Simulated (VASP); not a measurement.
Input of a VASP 6.6.1 run:

POSCAR

```
Rh
1.0
    0.0000000000      1.9008071574      1.9008071574
    1.9008071574      0.0000000000      1.9008071574
    1.9008071574      1.9008071574      0.0000000000
Rh
1
Direct
    0.0000000000      0.0000000000      0.0000000000
```

File INCAR.step1:

```
  ALGO = Normal
  EDIFF = 1E-4
  ENCUT = 520
  GGA = PE
  ISMEAR = 0
  LASPH = T
  LCHARG = F
  LREAL = F
  LWAVE = T
  NBANDS = 14
  NELM = 60
  PREC = Accurate
  SIGMA = 0.6
```

INCAR.step2

```
  ALGO = Normal
  EDIFF = 1E-6
  ENCUT = 520
  ISIF = 2
  ISMEAR = 0
  ISTART = 1
  LASPH = T
  LCHARG = T
  LELF = T
  LMIXTAU = T
  LREAL = F
  LVHAR = T
  LWAVE = F
  METAGGA = R2SCAN
  NBANDS = 14
  NELM = 60
  PREC = Accurate
  SIGMA = 0.6
```

KPOINTS

```
k-points
0
Gamma
  14 14 14
```

Potentials or basis: VASP PAW PBE potentials, release 64 (Rh_pv).

The run is started by

```sh
$ cat potpaw_PBE.64/Rh_pv/POTCAR > POTCAR
$ cp INCAR.step1 INCAR
$ mpirun -np 1 vasp_std > vasp.out
$ cp INCAR.step2 INCAR
$ mpirun -np 1 vasp_std > vasp.out
```

(1) Estimate the pressure.

## Answers

(1) 3.2 GPa.

Caveat: the PAW data sets were made with another functional, which shifts forces and pressure a little.
